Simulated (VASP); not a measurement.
# W in VASP: notebook

The runs below take W through single point, with PBE.

All numbers are computed with VASP 6.6.1; they aren't measurements. Logs are shortened: lines on timing, memory, paths and dates and some standing lists are left out, and cuts for length are marked.

### Step 1. The cell of the first run

The cell holds a slab with vacuum, 3 atoms: a = 2.871 Å, b = 2.871 Å, c = 20.688 Å, α = 90.00°, β = 90.00°, γ = 60.00°.

### Step 2. Single point, PBE

The input, INCAR:

```
SYSTEM = W
  ALGO = Normal
  DIPOL = 0.5 0.5 0.500
  EDIFF = 1E-6
  EFIELD = 0.1
  ENCUT = 520
  GGA = PE
  IDIPOL = 3
  ISIF = 2
  ISMEAR = -1
  LASPH = .True.
  LCHARG = .False.
  LDIPOL = .True.
  LREAL = .False.
  LWAVE = .False.
  NBANDS = 28
  NELM = 60
  PREC = Accurate
  SIGMA = 0.1
```

The input, KPOINTS:

```
k-points
0
Gamma
  7 7 1
  0 0 0
```

The input, POSCAR:

```
W
1.0
    2.8708540000      0.0000000000      0.0000000000
    1.4354270000      2.4862324946      0.0000000000
    0.0000000000      0.0000000000     20.6880849507
W
3
Direct
    0.0000000000      0.0000000000      0.3866960146
    0.6666666667      0.6666666667      0.5000000000
    0.3333333333      0.3333333333      0.6133039854
```

Potentials or basis: VASP PAW PBE potentials, release 64 (W_sv).

The run is started by

```
> cat potpaw_PBE.64/W_sv/POTCAR > POTCAR
> mpirun -np 1 vasp_std > vasp.out
```

OUTCAR:

```text
SYSTEM = W
   EDIFF = 1E-6
   ENCUT = 520
   GGA = PE
   ISIF = 2
   ISMEAR = -1
   LASPH = .True.
   LREAL = .False.
   NELM = 60
   PREC = Accurate

 ion  position               nearest neighbor table
   1  0.000  0.000  0.387-   2 2.87   2 2.87   2 2.87
   2  0.667  0.667  0.500-   3 2.87   1 2.87   3 2.87   1 2.87   1 2.87   3 2.87
   3  0.333  0.333  0.613-   2 2.87   2 2.87   2 2.87

  LATTYP: Found a hexagonal cell.
 ALAT       =     2.8708540000
 C/A-ratio  =     7.2062476707

  Lattice vectors:

 A1 = (  -1.4354270000,  -2.4862324946,   0.0000000000)
 A2 = (   2.8708540000,   0.0000000000,   0.0000000000)
 A3 = (   0.0000000000,   0.0000000000,  20.6880849507)

Analysis of symmetry for initial positions (statically):
=====================================================================
 Subroutine PRICEL returns:
 Original cell was already a primitive cell.

 Routine SETGRP: Setting up the symmetry group for a
 hexagonal supercell.

 Subroutine GETGRP returns: Found 12 space group operations
 (whereof  6 operations were pure point group operations)
 out of a pool of 24 trial point group operations.

The static configuration has the point symmetry C_3v.
 The point group associated with its full space group is D_3d.

Analysis of symmetry for dynamics (positions and initial velocities):
=====================================================================
 An external electric field (EFIELD) may reduce the allowed symmetry operations
 Subroutine PRICEL returns:
 Original cell was already a primitive cell.

 Routine SETGRP: Setting up the symmetry group for a
 hexagonal supercell.

 Subroutine GETGRP returns: Found  6 space group operations
 (whereof  6 operations were pure point group operations)
 out of a pool of 24 trial point group operations.

The dynamic configuration has the point symmetry C_3v.

 Subroutine INISYM returns: Found  6 space group operations
 (whereof  6 operations are pure point group operations),
 and found     1 'primitive' translations

----------------------------------------------------------------------------------------

                                     Primitive cell

  volume of cell :     147.6635

  direct lattice vectors                    reciprocal lattice vectors
     2.870854000  0.000000000  0.000000000     0.348328407 -0.201107499  0.000000000
     1.435427000  2.486232495  0.000000000     0.000000000  0.402214999  0.000000000
     0.000000000  0.000000000 20.688084951     0.000000000  0.000000000  0.048337002

  length of vectors
     2.870854000  2.870854000 20.688084951     0.402214999  0.402214999  0.048337002

  position of ions in fractional coordinates (direct lattice)
     0.000000000  0.000000000  0.386696015
     0.666666667  0.666666667  0.500000000
     0.333333333  0.333333333  0.613303985

  ion indices of the primitive-cell ions
   primitive index   ion index
                 1           1
                 2           2
                 3           3

----------------------------------------------------------------------------------------

 KPOINTS: k-points

Automatic generation of k-mesh.
 Grid dimensions read from file:
 generate k-points for:    7    7    1

 Generating k-lattice:

  Cartesian coordinates                     Fractional coordinates (reciprocal lattice)
     0.049761201 -0.028729643  0.000000000     0.142857143  0.000000000  0.000000000
     0.000000000  0.057459286  0.000000000     0.000000000  0.142857143  0.000000000
     0.000000000  0.000000000  0.048337002     0.000000000  0.000000000  1.000000000

  Length of vectors
     0.057459286  0.057459286  0.048337002

  Shift w.r.t. Gamma in fractional coordinates (k-lattice)
     0.000000000  0.000000000  0.000000000

 Subroutine IBZKPT returns following result:
 ===========================================

 Found      8 irreducible k-points:

 Following reciprocal coordinates:
            Coordinates               Weight
  0.000000  0.000000  0.000000      1.000000
  0.142857  0.000000  0.000000      6.000000
  0.285714  0.000000  0.000000      6.000000
  0.428571  0.000000  0.000000      6.000000
  0.285714  0.142857  0.000000      6.000000
  0.428571  0.142857  0.000000     12.000000
 -0.428571  0.142857  0.000000      6.000000
 -0.428571  0.285714  0.000000      6.000000
   k-points           NKPTS =      8   k-points in BZ     NKDIM =      8   number of bands    NBANDS=     28
   number of dos      NEDOS =    301   number of ions     NIONS =      3
   total plane-waves  NPLWV =  92160
   dimension x,y,z NGX =    24 NGY =   24 NGZ =  160
   dimension x,y,z NGXF=    48 NGYF=   48 NGZF=  320
   ions per type =               3
   NGX,Y,Z   is equivalent  to a cutoff of  13.90, 13.90, 12.86 a.u.
   NGXF,Y,Z  is equivalent  to a cutoff of  27.80, 27.80, 25.71 a.u.
 SYSTEM =  W
   PREC   = accura    normal or accurate (medium, high low for compatibility)
   ISTART =      0    job   : 0-new  1-cont  2-samecut
   ICHARG =      2    charge: 1-file 2-atom 10-const
   ISPIN  =      1    spin polarized calculation?
   LNONCOLLINEAR =      F non collinear calculations
   LSORBIT =      F    spin-orbit coupling
   LASPH  =      T    aspherical Exc in radial PAW
   ENCUT  =  520.0 eV  38.22 Ry    6.18 a.u.   5.34  5.34 38.47*2*pi/ulx,y,z
   NELM   =     60;   NELMIN=  2; NELMDL= -5     # of ELM steps
   EDIFF  = 0.1E-05   stopping-criterion for ELM
   LREAL  =      F    real-space projection
   EDIFFG = 0.1E-04   stopping-criterion for IOM
   NSW    =      0    number of steps for IOM
   IBRION =     -1    ionic relax: 0-MD 1-quasi-New 2-CG
   NFREE  =      0    steps in history (QN), initial steepest desc. (CG)
   ISIF   =      2    stress and relaxation
   ISYM   =      2    0-nonsym 1-usesym 2-fastsym
   POTIM  = 0.5000    time-step for ionic-motion
   TEBEG  =    0.0;   TEEND  =   0.0 temperature during run
   PSTRESS=    0.0 pullay stress
   NELECT =      42.0000    total number of electrons
   NUPDOWN=      -1.0000    fix difference up-down
   EMIN   =  10.00;   EMAX   =-10.00  energy-range for DOS
   EFERMI =   0.00;   METHOD = LEGACY
   ISMEAR =    -1;   SIGMA  =   0.10  broadening in eV -4-tet -1-fermi 0-gaus
   EFERMI_NEDOS =   21; number of points for ismear=-14 and -15
   IALGO  =     38    algorithm
   IMIX   =      4    mixing-type and parameters
     AMIX     =   0.40;   BMIX     =  1.00
     AMIX_MAG =   1.60;   BMIX_MAG =  1.00
  volume/ion in A,a.u.               =      49.22       332.16
  Fermi-wavevector in a.u.,A,eV,Ry     =   1.076631  2.034538 15.770980  1.159134
  Thomas-Fermi vector in A             =   2.212521
   LORBIT       =      0    0 simple, 1 ext, 2 COOP (PROOUT), +10 PAW based schemes
   GGA     = PE    functional components
   LHFCALC =     F    Hartree Fock is set to
   AEXX    =    0.0000 exact exchange contribution
   IVDW    =     0    specifies the selected vdW correction
   LEPSILON=     F    determine dielectric tensor
   LRPA    =     F    only Hartree local field effects (RPA)
 non-spin polarized calculation
  energy-cutoff  :      520.00
  volume of cell :      147.66
 maximum number of plane-waves:      4037
 NGX is ok and might be reduce to    24
   NGX = 11   NGY = 11   NGZ = 77

 dipolmoment           0.000000      0.000000     -0.008997 electrons x Angstroem

 number of electron      41.9999998 magnetization

 dipolmoment           0.000000      0.000000      0.034612 electrons x Angstroem

 Free energy of the ion-electron system (eV)
  ---------------------------------------------------
  ext. energy  EPLUGINS =         0.00000000
  ---------------------------------------------------
  free energy    TOTEN  =       -35.06899712 eV

  energy without entropy =      -34.91671421  energy(sigma->0) =      -34.99285566

 E-fermi :   0.3562     XC(G=0):  -5.5450

 val. band max:        0.3399690709   @ k =   0.2857   0.1429   0.0000
 cond. band min:       0.4037828288   @ k =   0.1429   0.0000   0.0000
 fundamental gap:      0.0638137579
 Fermi energy:         0.3561855861

 k-point     1 :       0.0000    0.0000    0.0000
  band No.  band energies     occupation
      1     -73.5098      2.00000
      2     -73.4220      2.00000
      3     -73.4086      2.00000
      4     -38.1119      2.00000
      5     -37.7570      2.00000
      6     -37.3600      2.00000
[... 20 lines left out ...]
     27       2.6447      0.00000
     28       3.1293      0.00000

 k-point     2 :       0.1429    0.0000    0.0000
  band No.  band energies     occupation
      1     -73.4958      2.00000
      2     -73.4101      2.00000
      3     -73.3986      2.00000
      4     -38.0635      2.00000
      5     -37.7612      2.00000
      6     -37.4295      2.00000
[... 20 lines left out ...]
     27       2.2554      0.00000
     28       3.1972      0.00000

 k-point     3 :       0.2857    0.0000    0.0000
  band No.  band energies     occupation
      1     -73.4638      2.00000
      2     -73.3832      2.00000
      3     -73.3765      2.00000
      4     -37.9658      2.00000
      5     -37.8989      2.00000
      6     -37.6409      2.00000
[... 20 lines left out ...]
     27       2.9762      0.00000
     28       3.5339      0.00000

 k-point     4 :       0.4286    0.0000    0.0000
  band No.  band energies     occupation
      1     -73.4376      2.00000
      2     -73.3618      2.00000
      3     -73.3592      2.00000
      4     -38.1387      2.00000
      5     -37.9926      2.00000
      6     -37.8720      2.00000
[... 20 lines left out ...]
     27       4.8767      0.00000
     28       5.2181      0.00000

 k-point     5 :       0.2857    0.1429    0.0000
  band No.  band energies     occupation
      1     -73.4728      2.00000
      2     -73.3907      2.00000
      3     -73.3826      2.00000
      4     -37.9846      2.00000
      5     -37.8269      2.00000
      6     -37.5616      2.00000
[... 20 lines left out ...]
     27       3.1271      0.00000
     28       3.1859      0.00000

 k-point     6 :       0.4286    0.1429    0.0000
  band No.  band energies     occupation
      1     -73.4435      2.00000
      2     -73.3665      2.00000
      3     -73.3630      2.00000
      4     -38.0211      2.00000
      5     -37.9268      2.00000
      6     -37.7529      2.00000
[... 20 lines left out ...]
     27       4.6150      0.00000
     28       5.0824      0.00000

 k-point     7 :      -0.4286    0.1429    0.0000
  band No.  band energies     occupation
      1     -73.4302      2.00000
      2     -73.3559      2.00000
      3     -73.3543      2.00000
      4     -38.1250      2.00000
      5     -37.9697      2.00000
      6     -37.8644      2.00000
[... 20 lines left out ...]
     27       4.8074      0.00000
     28       6.5110      0.00000

 k-point     8 :      -0.4286    0.2857    0.0000
  band No.  band energies     occupation
      1     -73.4270      2.00000
      2     -73.3533      2.00000
      3     -73.3521      2.00000
      4     -38.0182      2.00000
      5     -37.8890      2.00000
      6     -37.8319      2.00000
[... 20 lines left out ...]
     27       4.6788      0.00000
     28       7.2273      0.00000

------------------------ aborting loop because EDIFF is reached ----------------------------------------

 vacuum level on the upper side and lower side of the slab       (xc-potential included)        -0.726         0.404

  FORCE on cell =-STRESS in cart. coord.  units (eV):
  Direction    XX          YY          ZZ          XY          YZ          ZX
  --------------------------------------------------------------------------------------
  -------------------------------------------------------------------------------------
  Total       -7.7967681     -7.7967681     -0.4369318     -0.0000000      0.0000000      0.0000000
  in kB      -84.5964358    -84.5964358     -4.7407946     -0.0000000      0.0000000      0.0000000
  external PRESSURE =     -57.9778888 kB  Pullay stress =       0.0000000 kB

 VOLUME and BASIS-vectors are now :
 -----------------------------------------------------------------------------
  energy-cutoff  :      520.00
  volume of cell :      147.66
      direct lattice vectors                 reciprocal lattice vectors
     2.870854000  0.000000000  0.000000000     0.348328407 -0.201107499  0.000000000
     1.435427000  2.486232495  0.000000000     0.000000000  0.402214999  0.000000000
     0.000000000  0.000000000 20.688084951     0.000000000  0.000000000  0.048337002

 POSITION                                       TOTAL-FORCE (eV/Angst)
 -----------------------------------------------------------------------------------
      0.00000      0.00000      8.00000         0.000000     -0.000000      0.090856
      2.87085      1.65749     10.34404        -0.000000      0.000000     -0.009051
      1.43543      0.82874     12.68808         0.000000      0.000000     -0.081804
 -----------------------------------------------------------------------------------
    total drift:                                0.000000      0.000000     -0.000042

  FREE ENERGIE OF THE ION-ELECTRON SYSTEM (eV)
  ---------------------------------------------------
  free  energy   TOTEN  =       -35.0689971192 eV

  energy  without entropy=      -34.9167142085  energy(sigma->0) =      -34.99285566

 vacuum level on the upper side and lower side of the slab         4.695         5.747
```

It took 30 s on 1 thread of Intel Xeon 6975P-C (Granite Rapids), shared host; peak memory 0.28 GiB.

Results:

```yaml
Free_energy: -35.0690 eV
Largest_force: 0.091 eV/Å
Band_gap_on_the_k_mesh: zero (band 21 reaches 0.87 eV, above the bottom of band 22 at -0.15 eV)
```

Forces in eV/Å, atoms in the order of the input:
```
W    0.000  0.000  0.091
W    0.000  0.000 -0.009
W    0.000  0.000 -0.082
```

Levels at points of the mesh, in eV from the Fermi level:
| k point | band 19 | band 20 | band 21 | band 22 | band 23 | band 24 |
| --- | --- | --- | --- | --- | --- | --- |
| (0.00, 0.00, 0.00) | -0.58 | -0.44 | -0.20 | -0.20 | 0.07 | 0.07 |

Caveat: the k points lie up to 0.36 Å⁻¹ apart; spin-orbit coupling is left out, which moves the levels of the heavy elements.

### Step 3. Single point, PBE

The input, INCAR:

```
PREC = Accurate
ENCUT = 520
EDIFF = 1E-6
ISMEAR = -1
SIGMA = 0.1
LREAL = F
LASPH = T
NELM = 60
ALGO = Normal
ISIF = 2
LWAVE = F
LCHARG = T
LDIPOL = T
IDIPOL = 3
DIPOL = 0.5 0.5 0.500
GGA = PE
LELF = T
LVHAR = T
LVACPOTAV = T
NBANDS = 28
EFIELD = 0.05
```

The input, KPOINTS:

```
Automatic mesh
0
Gamma
  7 7 1
```

POSCAR is that of step 2.

Potentials or basis: VASP PAW PBE potentials, release 64 (W_sv).

The run is started by

```
> cat potpaw_PBE.64/W_sv/POTCAR > POTCAR
> mpirun -np 1 vasp_std > vasp.out
```

It took 31 s on 1 thread of Intel Xeon 6975P-C (Granite Rapids), shared host; peak memory 0.29 GiB.

The run converged. Its results:

```
Free energy            : -35.0677 eV
Largest force          : 0.089 eV/Å
Band gap on the k mesh : zero (band 21 reaches 0.87 eV, above the bottom of band 22 at -0.15 eV)
```

Forces in eV/Å, atoms in the order of the input:
```
W    0.000  0.000  0.089
W    0.000  0.000 -0.004
W    0.000  0.000 -0.084
```

Levels at points of the mesh, in eV from the Fermi level:
```
           k point  band 18  band 19  band 20  band 21  band 22  band 23  band 24  band 25
(0.00, 0.00, 0.00)    -0.58    -0.58    -0.44    -0.20    -0.20     0.07     0.07     0.51
```

Caveat: the k points lie up to 0.36 Å⁻¹ apart; spin-orbit coupling is left out, which moves the levels of the heavy elements.
